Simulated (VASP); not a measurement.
A run of VASP 6.6.1 is set up as follows.

File INCAR:

```
SYSTEM = PbS
  ALGO = Normal
  EDIFF = 1E-6
  ENCUT = 500
  GGA_COMPAT = .False.
  ISIF = 2
  ISMEAR = -1
  LASPH = .True.
  LCHARG = .False.
  LREAL = .False.
  LWAVE = .False.
  NBANDS = 17
  NELM = 120
  PREC = Accurate
  SIGMA = 0.1
```

KPOINTS

```
k-points
0
Gamma
  6 6 6
  0 0 0
```

File POSCAR:

```
PbS
1.0
    0.0000000000      3.0000000000      3.0000000000
    3.0000000000      0.0000000000      3.0000000000
    3.0000000000      3.0000000000      0.0000000000
Pb S
1 1
Direct
    0.0000000000      0.0000000000      0.0000000000
    0.5000000000      0.5000000000      0.5000000000
```

Potentials or basis: VASP PAW LDA potentials, release 64 (Pb_d, S).

Launch:

```sh
$ cat potpaw_LDA.64/Pb_d/POTCAR potpaw_LDA.64/S/POTCAR > POTCAR
$ mpirun -np 1 vasp_std > vasp.out
```

(1) What does it give for the band gap on the k mesh?

(2) What does it give for the pressure?

## Answers

(1) 0.33 eV, direct.

(2) -4.3 GPa.

Caveat: spin-orbit coupling is left out, which moves the levels of the heavy elements.
